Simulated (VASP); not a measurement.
A run of VASP 6.6.1:

Contents of INCAR:

```
ALGO = Normal ; EDIFF = 1E-6
ENCUT = 520 ; GGA = PE
ISIF = 2 ; ISMEAR = 0
LASPH = T ; LCHARG = F
LREAL = Auto ; LWAVE = F
NBANDS = 86 ; NELM = 60
PREC = Accurate ; SIGMA = 0.01
```

File KPOINTS:

```
k-points
0
Gamma
  2 2 2
```

POSCAR

```
GaP
1.0
    0.0000000000      5.5051169668     -5.5051169668
    5.5051169668      5.5051169668      0.0000000000
    5.5051169668      0.0000000000     -5.5051169668
Ga P
8 8
Direct
    0.0000000000      0.0000000000      0.5000000000
    0.0000000000      0.5000000000      0.5000000000
    0.5000000000      0.0000000000      0.5000000000
    0.5000000000      0.5000000000      0.5000000000
    0.0000000000      0.0000000000      1.0000000000
    0.0000000000      0.5000000000      1.0000000000
    0.5000000000      0.0000000000      1.0000000000
    0.5000000000      0.5000000000      1.0000000000
    0.1250000000      0.1250000000      0.1250000000
    0.1250000000      0.6250000000      0.1250000000
    0.6250000000      0.1250000000      0.1250000000
    0.6250000000      0.6250000000      0.1250000000
    0.1250000000      0.1250000000      0.6250000000
    0.1250000000      0.6250000000      0.6250000000
    0.6250000000      0.1250000000      0.6250000000
    0.6250000000      0.6250000000      0.6250000000
```

Potentials or basis: VASP PAW PBE potentials, release 64 (Ga_d, P).

Run with:

```console
$ cat potpaw_PBE.64/Ga_d/POTCAR potpaw_PBE.64/P/POTCAR > POTCAR
$ mpirun -np 1 vasp_std > vasp.out
```

Hardware: 1 thread of AMD EPYC 7R13 (shared host).

Problem. Estimate the wall time of this run.

Solution. Wall time 6.1 min on 1 thread of AMD EPYC 7R13 (shared host), peak memory 0.45 GiB. Counts: scf iterations 14, k points 3.
